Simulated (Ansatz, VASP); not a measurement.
**One calculation of Rh, two programs**

```
Rh
1.0
     0.00000    1.78792    2.14551
     1.78792    0.00000    2.14551
     1.78792    1.78792    0.00000
Rh
1
Direct
  0.00000 0.00000 0.00000
```

Alike in both runs: task single point; functional r2SCAN; k mesh 30 × 30 × 30; occupations gaussian, width 0.15 eV; no spin polarisation.

|  | VASP | Ansatz |
| --- | --- | --- |
| version | VASP 6.6.1 | Ansatz 0.2.0 |
| potentials or method | VASP PAW PBE potentials, release 64 (Rh_pv), cutoff 520 eV | scalar-relativistic, plane waves, PAW |
| valence electrons in the cell | 15 | 17 |

```tsv
	VASP	Ansatz	Ansatz less VASP
gap on the k mesh at the Fermi level (eV)	none	none	-
pressure (GPa)	7.4	6.1	-1.29
traceless stress, the component that is largest in VASP (GPa)	-27.97	-27.68	+0.282
```

VASP's potentials were made for PBE, not for r2SCAN. A gap of «none» marks a metal or a gap that the smearing closes. VASP's potentials hold 15 valence electrons a cell and Ansatz's 17, so a difference there can come from the potentials and not from the codes.
